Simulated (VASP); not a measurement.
**Ti: single point with PBE**

Crystal: Ti.

```xyz
1
Lattice="-1.6277 1.6277 1.6277 1.6277 -1.6277 1.6277 1.6277 1.6277 -1.6277" Properties=species:S:1:pos:R:3 pbc="T T T"
Ti    0.0000    0.0000    0.0000
```

- Program: VASP 6.6.1
- Task: single point
- Functional: PBE
- Potentials or basis: VASP PAW PBE potentials, release 64 (Ti_sv)
- Cutoff: 520 eV
- k mesh: 22 × 22 × 22
- Occupations: gaussian, width 0.15 eV
- Spin: collinear spin, ferromagnetic start
- Starting moments: [0.2] μB
- Fixed moment: 0.2 μB
- Dipole correction: no
- Further INCAR settings: ALGO = Normal; EDIFF = 1e-06; NBANDS = 16

```yaml
Pressure: 0.0 GPa
Net_moment: 0.20 μB per cell
Site_moments: Ti +0.14 μB
Valence_electrons_inside_the_program's_atomic_spheres: Ti 10.27
```

It took 53 s on 1 thread of Intel(R) Xeon(R) 6975P-C (Granite Rapids), on a shared host, peak memory 0.24 GiB.

Caveat: the total moment is fixed, so each spin has its own Fermi level.
